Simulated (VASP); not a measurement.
# W (Fmmm) in VASP: notebook

The runs below take W through single point, with LDA.

Everything below comes from runs of VASP 6.6.1. Logs are shortened: lines on timing, memory, paths and dates and some standing lists are left out, and cuts for length are marked.

### Step 1. The cell of the first run

It takes space group Fmmm (No. 69, orthorhombic). Conventional cell: a = 3.195 Å, b = 4.382 Å, c = 4.653 Å, α = 90.00°, β = 90.00°, γ = 90.00°. W (site symmetry mmm) has 14 W at 2.71 to 3.20 Å within 3.6 Å.

### Step 2. Single point, LDA (strain -0.0600 x Voigt [0, 0, 0, 0, 1, 0])

The input, INCAR:

```
ALGO = Fast
EDIFF = 1E-6
ENCUT = 520
GGA = CA
ISIF = 2
ISMEAR = 0
LASPH = T
LCHARG = F
LREAL = F
LWAVE = F
NBANDS = 13
NELM = 60
PREC = Accurate
SIGMA = 0.15
```

The input, KPOINTS:

```
k-points
0
Gamma
  20 20 20
```

The input, POSCAR:

```
W
1.0
   -1.6452190000      1.5973000000      1.6452190000
    1.5493810000     -1.5973000000      1.5493810000
    1.6452190000      1.5973000000     -1.6452190000
W
1
Direct
    0.0000000000      0.0000000000      0.0000000000
```

Potentials or basis: VASP PAW LDA potentials, release 64 (W_sv).

Run with:

```console
$ cat potpaw_LDA.64/W_sv/POTCAR > POTCAR
$ mpirun -np 1 vasp_std > vasp.out
```

OUTCAR:

```text
EDIFF = 1E-6
   ENCUT = 520
   GGA = CA
   ISIF = 2
   ISMEAR = 0
   LASPH = T
   LREAL = F
   NELM = 60
   PREC = Accurate

 ion  position               nearest neighbor table
   1  0.000  0.000  0.000-

  LATTYP: Found a face centered orthorhombic cell.
 ALAT       =     3.1946000000
 B/A-ratio  =     1.3717871555
 C/A-ratio  =     1.4566399692

  Lattice vectors:

 A1 = (   3.1946000000,   0.0000000000,  -0.0958380000)
 A2 = (   1.6452190000,   1.5973000000,  -1.6452190000)
 A3 = (   1.5493810000,   1.5973000000,   1.5493810000)

Analysis of symmetry for initial positions (statically):
=====================================================================
 Subroutine PRICEL returns:
 Original cell was already a primitive cell.

 Routine SETGRP: Setting up the symmetry group for a
 face centered orthorhombic supercell.

 Subroutine GETGRP returns: Found  8 space group operations
 (whereof  8 operations were pure point group operations)
 out of a pool of  8 trial point group operations.

The static configuration has the point symmetry D_2h.

Analysis of symmetry for dynamics (positions and initial velocities):
=====================================================================
 Subroutine PRICEL returns:
 Original cell was already a primitive cell.

 Routine SETGRP: Setting up the symmetry group for a
 face centered orthorhombic supercell.

 Subroutine GETGRP returns: Found  8 space group operations
 (whereof  8 operations were pure point group operations)
 out of a pool of  8 trial point group operations.

The dynamic configuration has the point symmetry D_2h.

 Subroutine INISYM returns: Found  8 space group operations
 (whereof  8 operations are pure point group operations),
 and found     1 'primitive' translations

----------------------------------------------------------------------------------------

                                     Primitive cell

  volume of cell :      16.2865

  direct lattice vectors                    reciprocal lattice vectors
    -1.645219000  1.597300000  1.645219000     0.009399306  0.313028235  0.313310214
     1.549381000 -1.597300000  1.549381000     0.322709521  0.000000000  0.322709521
     1.645219000  1.597300000 -1.645219000     0.313310214  0.313028235  0.009399306

  length of vectors
     2.822208073  2.711554952  2.822208073     0.442987938  0.456380181  0.442987938

  position of ions in fractional coordinates (direct lattice)
     0.000000000  0.000000000  0.000000000

  ion indices of the primitive-cell ions
   primitive index   ion index
                 1           1

----------------------------------------------------------------------------------------

 KPOINTS: k-points

Automatic generation of k-mesh.
 Grid dimensions read from file:
 generate k-points for:   20   20   20

 Generating k-lattice:

  Cartesian coordinates                     Fractional coordinates (reciprocal lattice)
     0.000469965  0.015651412  0.015665511     0.050000000  0.000000000 -0.000000000
     0.016135476  0.000000000  0.016135476     0.000000000  0.050000000  0.000000000
     0.015665511  0.015651412  0.000469965    -0.000000000  0.000000000  0.050000000

  Length of vectors
     0.022149397  0.022819009  0.022149397

  Shift w.r.t. Gamma in fractional coordinates (k-lattice)
     0.000000000  0.000000000  0.000000000

 Subroutine IBZKPT returns following result:
 ===========================================

 Found   1166 irreducible k-points:

 Following reciprocal coordinates:
            Coordinates               Weight
  0.000000  0.000000  0.000000      1.000000
  0.050000 -0.000000  0.000000      8.000000
  0.100000  0.000000  0.000000      8.000000
  0.150000  0.000000  0.000000      8.000000
  0.200000  0.000000  0.000000      8.000000
  0.250000 -0.000000  0.000000      8.000000
[... 16 lines left out ...]
 -0.450000  0.050000 -0.000000      8.000000
 -0.400000  0.050000  0.000000      8.000000
 [... further k-points ...]
   k-points           NKPTS =   1166   k-points in BZ     NKDIM =   1166   number of bands    NBANDS=     13
   number of dos      NEDOS =    301   number of ions     NIONS =      1
   total plane-waves  NPLWV =  11520
   dimension x,y,z NGX =    24 NGY =   20 NGZ =   24
   dimension x,y,z NGXF=    48 NGYF=   40 NGZF=   48
   ions per type =               1
   NGX,Y,Z   is equivalent  to a cutoff of  14.14, 12.26, 14.14 a.u.
   NGXF,Y,Z  is equivalent  to a cutoff of  28.28, 24.52, 28.28 a.u.
 SYSTEM =  unknown system
   PREC   = accura    normal or accurate (medium, high low for compatibility)
   ISTART =      0    job   : 0-new  1-cont  2-samecut
   ICHARG =      2    charge: 1-file 2-atom 10-const
   ISPIN  =      1    spin polarized calculation?
   LNONCOLLINEAR =      F non collinear calculations
   LSORBIT =      F    spin-orbit coupling
   LASPH  =      T    aspherical Exc in radial PAW
   ENCUT  =  520.0 eV  38.22 Ry    6.18 a.u.   5.25  5.04  5.25*2*pi/ulx,y,z
   NELM   =     60;   NELMIN=  2; NELMDL= -5     # of ELM steps
   EDIFF  = 0.1E-05   stopping-criterion for ELM
   LREAL  =      F    real-space projection
   EDIFFG = 0.1E-04   stopping-criterion for IOM
   NSW    =      0    number of steps for IOM
   IBRION =     -1    ionic relax: 0-MD 1-quasi-New 2-CG
   NFREE  =      0    steps in history (QN), initial steepest desc. (CG)
   ISIF   =      2    stress and relaxation
   ISYM   =      2    0-nonsym 1-usesym 2-fastsym
   POTIM  = 0.5000    time-step for ionic-motion
   TEBEG  =    0.0;   TEEND  =   0.0 temperature during run
   PSTRESS=    0.0 pullay stress
   NELECT =      14.0000    total number of electrons
   NUPDOWN=      -1.0000    fix difference up-down
   EMIN   =  10.00;   EMAX   =-10.00  energy-range for DOS
   EFERMI =   0.00;   METHOD = LEGACY
   ISMEAR =     0;   SIGMA  =   0.15  broadening in eV -4-tet -1-fermi 0-gaus
   EFERMI_NEDOS =   21; number of points for ismear=-14 and -15
   IALGO  =     68    algorithm
   IMIX   =      4    mixing-type and parameters
     AMIX     =   0.40;   BMIX     =  1.00
     AMIX_MAG =   1.60;   BMIX_MAG =  1.00
  volume/ion in A,a.u.               =      16.29       109.91
  Fermi-wavevector in a.u.,A,eV,Ry     =   1.556592  2.941532 32.966612  2.422978
  Thomas-Fermi vector in A             =   2.660365
   LORBIT       =      0    0 simple, 1 ext, 2 COOP (PROOUT), +10 PAW based schemes
   GGA     = CA    functional components
   LHFCALC =     F    Hartree Fock is set to
   AEXX    =    0.0000 exact exchange contribution
   IVDW    =     0    specifies the selected vdW correction
   LEPSILON=     F    determine dielectric tensor
   LRPA    =     F    only Hartree local field effects (RPA)
 non-spin polarized calculation
 RMM-DIIS sequential band-by-band and
 Gauss-broadening in eV      SIGMA  =   0.15
  energy-cutoff  :      520.00
  volume of cell :       16.29
 maximum number of plane-waves:       452
 NGX is ok and might be reduce to    24
   NGX = 11   NGY = 11   NGZ = 11

 number of electron      14.0000002 magnetization

 Free energy of the ion-electron system (eV)
  ---------------------------------------------------
  ext. energy  EPLUGINS =         0.00000000
  ---------------------------------------------------
  free energy    TOTEN  =       -14.04877586 eV

  energy without entropy =      -14.04433388  energy(sigma->0) =      -14.04655487

 E-fermi :  10.9565     XC(G=0): -13.6760

 val. band max:       10.9357918931   @ k =   0.1000   0.0500   0.0500
 cond. band min:      10.9581046574   @ k =   0.1500  -0.2000   0.1500
 fundamental gap:      0.0223127643
 Fermi energy:        10.9564544187

 k-point     1 :       0.0000    0.0000    0.0000
  band No.  band energies     occupation
      1     -62.8612      2.00000
      2     -26.7958      2.00000
      3     -26.6960      2.00000
      4     -26.6159      2.00000
      5       1.5314      2.00000
      6       9.1965      2.00000
      7       9.5975      2.00000
      8      10.2154      2.00000
      9      13.0637      0.00000
     10      13.1853      0.00000
     11      24.9128      0.00000
     12      25.4643      0.00000
     13      25.9955      0.00000

 k-point     2 :       0.0500   -0.0000    0.0000
  band No.  band energies     occupation
      1     -62.8582      2.00000
      2     -26.8072      2.00000
      3     -26.7134      2.00000
      4     -26.6292      2.00000
      5       1.6499      2.00000
      6       9.2059      2.00000
      7       9.6222      2.00000
      8      10.2114      2.00000
      9      12.9654      0.00000
     10      13.1650      0.00000
     11      25.1026      0.00000
     12      25.6654      0.00000
     13      26.1927      0.00000

 k-point     3 :       0.1000    0.0000    0.0000
  band No.  band energies     occupation
      1     -62.8493      2.00000
      2     -26.8556      2.00000
      3     -26.7651      2.00000
      4     -26.6505      2.00000
      5       1.9946      2.00000
      6       9.1583      2.00000
      7       9.6540      2.00000
      8      10.3086      2.00000
      9      12.7129      0.00000
     10      13.1498      0.00000
     11      25.5229      0.00000
     12      26.2680      0.00000
     13      26.7717      0.00000

 k-point     4 :       0.1500    0.0000    0.0000
  band No.  band energies     occupation
      1     -62.8355      2.00000
      2     -26.9729      2.00000
      3     -26.8202      2.00000
      4     -26.6648      2.00000
      5       2.5324      2.00000
      6       8.9892      2.00000
      7       9.5301      2.00000
      8      10.7217      1.97311
      9      12.4814      0.00000
     10      13.1570      0.00000
     11      25.9187      0.00000
     12      27.1922      0.00000
     13      27.5551      0.00000

 k-point     5 :       0.2000    0.0000    0.0000
  band No.  band energies     occupation
      1     -62.8181      2.00000
      2     -27.1418      2.00000
      3     -26.8734      2.00000
      4     -26.6737      2.00000
      5       3.2003      2.00000
      6       8.7255      2.00000
      7       9.2973      2.00000
      8      11.4175      0.00001
      9      12.4063      0.00000
     10      13.2017      0.00000
     11      26.0094      0.00000
     12      27.8246      0.00000
     13      28.4490      0.00000
[... 257 lines left out ...]
 k-point    22 :       0.5000    0.0500    0.0000
  band No.  band energies     occupation
      1     -62.7358      2.00000
      2     -27.9008      2.00000
      3     -27.1116      2.00000
      4     -26.7080      2.00000
      5       4.9403      2.00000
      6       7.4948      2.00000
      7      11.3385      0.00032
      8      12.9119      0.00000
      9      13.9769      0.00000
     10      16.7621      0.00000
     11      21.6000      0.00000
     12      22.6269      0.00000
     13      27.5283      0.00000

 k-point    23 :      -0.4500    0.0500   -0.0000
  band No.  band energies     occupation
      1     -62.7425      2.00000
      2     -27.8390      2.00000
      3     -27.0959      2.00000
      4     -26.7086      2.00000
      5       4.9529      2.00000
      6       7.5794      2.00000
      7      10.7547      1.94281
      8      12.9758      0.00000
      9      13.8487      0.00000
     10      16.1402      0.00000
     11      22.2265      0.00000
     12      22.9824      0.00000
     13      28.3613      0.00000

 k-point    24 :      -0.4000    0.0500    0.0000
  band No.  band energies     occupation
      1     -62.7545      2.00000
      2     -27.7292      2.00000
      3     -27.0629      2.00000
      4     -26.7085      2.00000
      5       4.9193      2.00000
      6       7.7429      2.00000
      7       9.9771      2.00000
      8      12.8802      0.00000
      9      13.6882      0.00000
     10      15.1790      0.00000
     11      23.3242      0.00000
     12      23.7114      0.00000
     13      29.6553      0.00000

 [... further k-points ...]

------------------------ aborting loop because EDIFF is reached ----------------------------------------

  FORCE on cell =-STRESS in cart. coord.  units (eV):
  Direction    XX          YY          ZZ          XY          YZ          ZX
  --------------------------------------------------------------------------------------
  -------------------------------------------------------------------------------------
  Total       -1.4719487     -1.4263963     -1.4719487     -0.0000000      0.0000000      0.7860268
  in kB     -144.8020945   -140.3208990   -144.8020945     -0.0000000      0.0000000     77.3249277
  external PRESSURE =    -143.3083627 kB  Pullay stress =       0.0000000 kB

 VOLUME and BASIS-vectors are now :
 -----------------------------------------------------------------------------
  energy-cutoff  :      520.00
  volume of cell :       16.29
      direct lattice vectors                 reciprocal lattice vectors
    -1.645219000  1.597300000  1.645219000     0.009399306  0.313028235  0.313310214
     1.549381000 -1.597300000  1.549381000     0.322709521  0.000000000  0.322709521
     1.645219000  1.597300000 -1.645219000     0.313310214  0.313028235  0.009399306

 POSITION                                       TOTAL-FORCE (eV/Angst)
 -----------------------------------------------------------------------------------
      0.00000      0.00000      0.00000         0.000000      0.000000      0.000000
 -----------------------------------------------------------------------------------
    total drift:                                0.000000      0.000000      0.000000

  FREE ENERGIE OF THE ION-ELECTRON SYSTEM (eV)
  ---------------------------------------------------
  free  energy   TOTEN  =       -14.0487758550 eV

  energy  without entropy=      -14.0443338826  energy(sigma->0) =      -14.04655487
```

Wall time 4.6 min (1 thread of Intel Xeon 8259CL, shared host); peak memory 0.33 GiB.

What came out:

| Quantity | Value |
| --- | --- |
| Free energy | -14.0488 eV |
| Pressure | -14.3 GPa |
| Band gap on the k mesh | zero (bands 7 and 8 overlap by 5.36 eV) |

Caveat: the cell differs from its parent crystal (strain -0.0600 x Voigt [0, 0, 0, 0, 1, 0]); the cell stands under tension; spin-orbit coupling is left out, which moves the levels of the heavy elements.

### Step 3. Single point, LDA (strain +0.0450 x Voigt [0, 0, 0, 0, 1, 0])

The input, INCAR:

```
PREC = Accurate
ENCUT = 520
EDIFF = 1E-6
ISMEAR = 0
SIGMA = 0.15
LREAL = False
LASPH = True
NELM = 60
ALGO = Fast
ISIF = 2
LWAVE = False
LCHARG = True
LELF = True
LVHAR = True
NBANDS = 13
```

The input, KPOINTS:

```
regular mesh
0
Gamma
  20 20 20
```

The input, POSCAR:

```
W
1.0
   -1.5613607500      1.5973000000      1.5613607500
    1.6332392500     -1.5973000000      1.6332392500
    1.5613607500      1.5973000000     -1.5613607500
W
1
Direct
    0.0000000000      0.0000000000      0.0000000000
```

Potentials or basis: VASP PAW LDA potentials, release 64 (W_sv).

Run with:

```console
$ cat potpaw_LDA.64/W_sv/POTCAR > POTCAR
$ mpirun -np 1 vasp_std > vasp.out
```

Wall time 4.9 min (1 thread of Intel Xeon 8259CL, shared host); peak memory 0.32 GiB.

The run converged. Its results:

```yaml
Free_energy: -14.0585 eV
Pressure: -14.7 GPa
Band_gap_on_the_k_mesh: zero (bands 7 and 8 overlap by 5.57 eV)
```

Stress tensor (GPa, compression positive):
```
-14.84   0.00  -5.79
  0.00 -14.50   0.00
 -5.79   0.00 -14.84
```

Levels at points of the mesh, in eV from the Fermi level:
```csv
k point,band 4,band 5,band 6,band 7,band 8,band 9,band 10,band 11
"(0.00, 0.00, 0.00)",-37.60,-9.43,-1.63,-1.31,-0.87,2.09,2.16,14.08
"(0.50, 0.00, 0.00)",-37.66,-6.11,-3.50,0.71,1.99,2.89,5.80,10.65
"(0.00, 0.50, 0.00)",-37.62,-6.16,-3.62,0.35,2.28,3.24,5.56,10.00
"(0.50, 0.00, 0.50)",-37.72,-6.08,-3.38,1.08,1.70,2.53,6.18,11.14
"(0.50, 0.50, 0.50)",-38.43,-5.68,-5.66,4.42,4.87,5.41,7.87,8.10
```

Caveat: the cell differs from its parent crystal (strain +0.0450 x Voigt [0, 0, 0, 0, 1, 0]); the cell stands under tension; spin-orbit coupling is left out, which moves the levels of the heavy elements.

(Continued in part 2 of 2.)

The gap in the log of VASP goes by the Fermi energy; the results here count the filled bands.